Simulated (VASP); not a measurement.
# Pd (P6/mmm) in VASP: notebook

The runs below take Pd through single point, with LDA.

Program: VASP 6.6.1. These are calculated values, not measurements. Logs are shortened: lines on timing, memory, paths and dates and some standing lists are left out, and cuts for length are marked.

## Step 1: The cell of the first run

The structure is hexagonal, space group P6/mmm (No. 191). The conventional cell has a = 4.386 Å, b = 4.386 Å, c = 2.602 Å, α = 90.00°, β = 90.00°, γ = 120.00°. Pd (site symmetry 6/mmm) has 14 Pd at 2.60 to 2.85 Å within 3.4 Å. Pd (site symmetry -6m2) has 11 Pd at 2.53 to 2.85 Å within 3.3 Å.

## Step 2: Single point, LDA, collinear spin, ferromagnetic start

INCAR reads:

```
SYSTEM = Pd
ALGO = Normal
EDIFF = 1E-6
ENCUT = 520
ISIF = 2
ISMEAR = -1
ISPIN = 2
LASPH = .TRUE.
LCHARG = .TRUE.
LELF = .TRUE.
LMAXMIX = 4
LORBIT = 11
LREAL = .FALSE.
LVHAR = .TRUE.
LWAVE = .FALSE.
MAGMOM = 0.5 0.5 0.5
NBANDS = 26
NELM = 150
PREC = Accurate
SIGMA = 0.05
```

KPOINTS reads:

```
k-points
0
G
  11 11 16
  0 0 0
```

POSCAR reads:

```
Pd
1.0
    4.3857618788      0.0000000000      0.0000000000
   -2.1928809394      3.7981812020      0.0000000000
    0.0000000000      0.0000000000      2.6023295583
Pd
3
Direct
    0.0000000000      1.0000000000      0.0000000000
    0.3333333333      0.6666666667      0.5000000000
    0.6666666667      0.3333333333      0.5000000000
```

Potentials or basis: VASP PAW LDA potentials, release 64 (Pd).

The run is started by

```
$ cat potpaw_LDA.64/Pd/POTCAR > POTCAR
$ mpirun -np 1 vasp_std > vasp.out
```

OUTCAR:

```text
SYSTEM = Pd
   EDIFF = 1E-6
   ENCUT = 520
   ISIF = 2
   ISMEAR = -1
   ISPIN = 2
   LASPH = .TRUE.
   LORBIT = 11
   LREAL = .FALSE.
   NELM = 150
   PREC = Accurate

 ion  position               nearest neighbor table
   1  0.000  0.000  0.000-   2 2.85   3 2.85   2 2.85   3 2.85   3 2.85   3 2.85   2 2.85   2 2.85
                             3 2.85   3 2.85   2 2.85   2 2.85
   2  0.333  0.667  0.500-   3 2.53   3 2.53   3 2.53   1 2.85   1 2.85   1 2.85   1 2.85   1 2.85
                             1 2.85
   3  0.667  0.333  0.500-   2 2.53   2 2.53   2 2.53   1 2.85   1 2.85   1 2.85   1 2.85   1 2.85
                             1 2.85

  LATTYP: Found a hexagonal cell.
 ALAT       =     4.3857618788
 C/A-ratio  =     0.5933586068

  Lattice vectors:

 A1 = (   4.3857618788,   0.0000000000,   0.0000000000)
 A2 = (  -2.1928809394,   3.7981812020,   0.0000000000)
 A3 = (   0.0000000000,   0.0000000000,   2.6023295583)

Analysis of symmetry for initial positions (statically):
=====================================================================
 Subroutine PRICEL returns:
 Original cell was already a primitive cell.

 Routine SETGRP: Setting up the symmetry group for a
 hexagonal supercell.

 Subroutine GETGRP returns: Found 24 space group operations
 (whereof 24 operations were pure point group operations)
 out of a pool of 24 trial point group operations.

The static configuration has the point symmetry D_6h.

Analysis of symmetry for dynamics (positions and initial velocities):
=====================================================================
 Subroutine PRICEL returns:
 Original cell was already a primitive cell.

 Routine SETGRP: Setting up the symmetry group for a
 hexagonal supercell.

 Subroutine GETGRP returns: Found 24 space group operations
 (whereof 24 operations were pure point group operations)
 out of a pool of 24 trial point group operations.

The dynamic configuration has the point symmetry D_6h.

Analysis of structural, dynamic, and magnetic symmetry:
=====================================================================
 Subroutine PRICEL returns:
 Original cell was already a primitive cell.

 Routine SETGRP: Setting up the symmetry group for a
 hexagonal supercell.

 Subroutine GETGRP returns: Found 24 space group operations
 (whereof 24 operations were pure point group operations)
 out of a pool of 24 trial point group operations.

The overall configuration has the point symmetry D_6h.

 Subroutine INISYM returns: Found 24 space group operations
 (whereof 24 operations are pure point group operations),
 and found     1 'primitive' translations

[... 121 lines left out ...]
   GGA     = CA    functional components
   LHFCALC =     F    Hartree Fock is set to
   AEXX    =    0.0000 exact exchange contribution
   IVDW    =     0    specifies the selected vdW correction
   LEPSILON=     F    determine dielectric tensor
   LRPA    =     F    only Hartree local field effects (RPA)
 spin polarized calculation
  energy-cutoff  :      520.00
  volume of cell :       43.35
 maximum number of plane-waves:      1192
 NGX is ok and might be reduce to    36
   NGX = 17   NGY = 17   NGZ =  9

 number of electron      30.0000015 magnetization       0.0061227

 Free energy of the ion-electron system (eV)
  ---------------------------------------------------
  ext. energy  EPLUGINS =         0.00000000
  ---------------------------------------------------
  free energy    TOTEN  =       -19.11528188 eV

  energy without entropy =      -19.06062853  energy(sigma->0) =      -19.08795520

 E-fermi :   9.9470     XC(G=0): -13.6299

 val. band max:        9.9467917988   @ k =   0.3636  -0.0000   0.3125
 cond. band min:       9.9484695940   @ k =   0.4545   0.0909   0.1875
 fundamental gap:      0.0016777952
 Fermi energy:         9.9469841443

 spin component 1

 k-point     1 :       0.0000    0.0000    0.0000
  band No.  band energies     occupation
      1       2.5647      1.00000
      2       4.4941      1.00000
      3       6.0989      1.00000
      4       6.5017      1.00000
      5       6.5314      1.00000
      6       6.5314      1.00000
[... 685 lines left out ...]
     25      28.9881      0.00000
     26      30.0120      0.00000

 [... further k-points ...]

 spin component 2

 k-point     1 :       0.0000    0.0000    0.0000
  band No.  band energies     occupation
      1       2.5650      1.00000
      2       4.4951      1.00000
      3       6.0998      1.00000
      4       6.5029      1.00000
      5       6.5324      1.00000
      6       6.5324      1.00000
[... 685 lines left out ...]
     25      28.9884      0.00000
     26      30.0124      0.00000

 [... further k-points ...]

------------------------ aborting loop because EDIFF is reached ----------------------------------------

  FORCE on cell =-STRESS in cart. coord.  units (eV):
  Direction    XX          YY          ZZ          XY          YZ          ZX
  --------------------------------------------------------------------------------------
  -------------------------------------------------------------------------------------
  Total        0.0185366      0.0185366      0.2517717      0.0000000     -0.0000000     -0.0000000
  in kB        0.6851066      0.6851066      9.3053885      0.0000000     -0.0000000     -0.0000000
  external PRESSURE =       3.5585339 kB  Pullay stress =       0.0000000 kB

 VOLUME and BASIS-vectors are now :
 -----------------------------------------------------------------------------
  energy-cutoff  :      520.00
  volume of cell :       43.35
      direct lattice vectors                 reciprocal lattice vectors
     4.385761879  0.000000000  0.000000000     0.228010555  0.131641955  0.000000000
    -2.192880939  3.798181202  0.000000000     0.000000000  0.263283911  0.000000000
     0.000000000  0.000000000  2.602329558     0.000000000  0.000000000  0.384271084

 POSITION                                       TOTAL-FORCE (eV/Angst)
 -----------------------------------------------------------------------------------
      0.00000      0.00000      0.00000         0.000000      0.000000      0.000000
     -0.00000      2.53212      1.30116         0.000000     -0.000000      0.000000
      2.19288      1.26606      1.30116        -0.000000      0.000000      0.000000
 -----------------------------------------------------------------------------------
    total drift:                                0.000000      0.000000     -0.000000

  FREE ENERGIE OF THE ION-ELECTRON SYSTEM (eV)
  ---------------------------------------------------
  free  energy   TOTEN  =       -19.1152818798 eV

  energy  without entropy=      -19.0606285276  energy(sigma->0) =      -19.08795520

 total charge

# of ion       s       p       d       tot
------------------------------------------
    1        0.481   0.474   8.492   9.448
    2        0.522   0.521   8.507   9.550
    3        0.522   0.521   8.507   9.550
--------------------------------------------------
tot          1.525   1.517  25.505  28.548

 magnetization (x)

# of ion       s       p       d       tot
------------------------------------------
    1        0.000  -0.000   0.002   0.002
    2        0.000  -0.000   0.001   0.001
    3        0.000  -0.000   0.001   0.001
--------------------------------------------------
tot          0.000  -0.000   0.005   0.005
```

Wall time 3 min (1 thread of Intel Xeon Platinum 8375C at 2.90GHz (Ice Lake), shared host); peak memory 0.32 GiB.

Results:

```yaml
Free_energy: -19.1153 eV
Pressure: 0.4 GPa
Band_gap_on_the_k_mesh: zero (filled and empty bands overlap)
Net_moment: 0.01 μB per cell
Valence_electrons_inside_the_program's_atomic_spheres: Pd 9.45, 9.55
```

Levels at points of the mesh, in eV from the Fermi level:
Spin up:
```tsv
k point	band 12	band 13	band 14	band 15	band 16	band 17	band 18	band 19
(0.00, 0.00, 0.00)	-1.62	-1.52	-1.52	0.20	0.20	7.65	7.65	7.66
(0.00, 0.00, 0.50)	-0.51	-0.19	-0.19	0.84	2.52	3.38	9.50	10.23
```
Spin down:
| k point | band 12 | band 13 | band 14 | band 15 | band 16 | band 17 | band 18 | band 19 |
| --- | --- | --- | --- | --- | --- | --- | --- | --- |
| (0.00, 0.00, 0.00) | -1.62 | -1.52 | -1.52 | 0.20 | 0.20 | 7.65 | 7.65 | 7.67 |
| (0.00, 0.00, 0.50) | -0.50 | -0.18 | -0.18 | 0.84 | 2.52 | 3.39 | 9.50 | 10.23 |

## Step 3: Single point, LDA, collinear spin, ferromagnetic start (volume scaled by 0.96)

INCAR reads:

```
PREC     = Accurate       # precision mode
ENCUT    = 520            # plane-wave cutoff, eV
EDIFF    = 1E-6           # SCF threshold, eV
ISMEAR   = -1             # smearing method
SIGMA    = 0.05           # smearing width, eV
LREAL    = F              # projectors in reciprocal space
LASPH    = T              # aspherical terms in the spheres
NELM     = 150            # most SCF steps
ALGO     = Normal         # electronic algorithm
ISIF     = 2              # what is computed and relaxed
LWAVE    = F              # write WAVECAR
LCHARG   = T              # write CHGCAR
ISPIN    = 2              # spin polarisation
MAGMOM   = 0.5 0.5 0.5    # initial moments
LORBIT   = 11             # projections on sites
LMAXMIX  = 4              # l up to which the mixer works
LELF     = T              # ELF
LVHAR    = T            
NBANDS   = 26             # bands
```

KPOINTS reads:

```
Automatic mesh
0
Gamma
  9 9 14
```

POSCAR reads:

```
Pd
1.0
    4.3264875602      0.0000000000      0.0000000000
   -2.1632437801      3.7468481363      0.0000000000
    0.0000000000      0.0000000000      2.5671586312
Pd
3
Direct
    0.0000000000      1.0000000000      0.0000000000
    0.3333333333      0.6666666667      0.5000000000
    0.6666666667      0.3333333333      0.5000000000
```

Potentials or basis: VASP PAW LDA potentials, release 64 (Pd).

The run is started by

```
$ cat potpaw_LDA.64/Pd/POTCAR > POTCAR
$ mpirun -np 1 vasp_std > vasp.out
```

Wall time 2.5 min (1 thread of Oxide Virtual Turin-like, shared host); peak memory 0.21 GiB.

The run converged. Its results:

```
Free energy                                           : -19.0607 eV
Pressure                                              : 10.2 GPa
Band gap on the k mesh                                : zero (filled and empty bands overlap)
Net moment                                            : 0.00 μB per cell
Valence electrons inside the program's atomic spheres : Pd 9.54, 9.65
```

Stress tensor (GPa, compression positive):
```
 9.82  0.00  0.00
 0.00  9.82  0.00
 0.00  0.00 10.93
```

Levels at points of the mesh, in eV from the Fermi level:
Spin up:
```csv
k point,band 12,band 13,band 14,band 15,band 16,band 17,band 18,band 19
"(0.00, 0.00, 0.00)",-1.74,-1.62,-1.62,0.22,0.22,7.87,7.87,7.88
"(0.00, 0.00, 0.50)",-0.54,-0.19,-0.19,0.90,2.63,3.53,9.70,10.44
```
Spin down:
```csv
k point,band 12,band 13,band 14,band 15,band 16,band 17,band 18,band 19
"(0.00, 0.00, 0.00)",-1.74,-1.62,-1.62,0.22,0.22,7.87,7.87,7.88
"(0.00, 0.00, 0.50)",-0.54,-0.19,-0.19,0.90,2.63,3.53,9.70,10.44
```
